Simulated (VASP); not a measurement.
Input of a VASP 6.6.1 run:

The input INCAR:

```
SYSTEM = Si2Mo
  ALGO = Normal
  EDIFF = 1E-6
  ENCUT = 520
  GGA = PE
  ISIF = 2
  ISMEAR = -1
  IVDW = 12
  LASPH = .TRUE.
  LCHARG = .FALSE.
  LREAL = .FALSE.
  LWAVE = .FALSE.
  NBANDS = 18
  NELM = 100
  PREC = Accurate
  SIGMA = 0.05
```

Contents of KPOINTS:

```
k-points
0
G
  12 12 12
  0 0 0
```

The input POSCAR:

```
Si2Mo
1.0
   -1.5892614214      1.5892614214      3.9041200105
    1.5892614214     -1.5892614214      3.9041200105
    1.5892614214      1.5892614214     -3.9041200105
Mo Si
1 2
Direct
    0.0000000000      0.0000000000      0.0000000000
    0.6670000000      0.6670000000      0.0000000000
    0.3330000000      0.3330000000      0.0000000000
```

Potentials or basis: VASP PAW PBE potentials, release 64 (Mo_sv, Si).

Command:

```console
$ cat potpaw_PBE.64/Mo_sv/POTCAR potpaw_PBE.64/Si/POTCAR > POTCAR
$ mpirun -np 1 vasp_std > vasp.out
```

**Question.** Predict the largest force.

**Answer.** 0.245 eV/Å.

**Question.** Estimate the dispersion energy per atom.

**Answer.** -0.588 eV.

**Question.** Estimate the pressure.

**Answer.** -0.4 GPa.

Stress tensor (GPa, compression positive):
```
-0.18  0.00  0.00
 0.00 -0.18  0.00
 0.00  0.00 -0.86
```
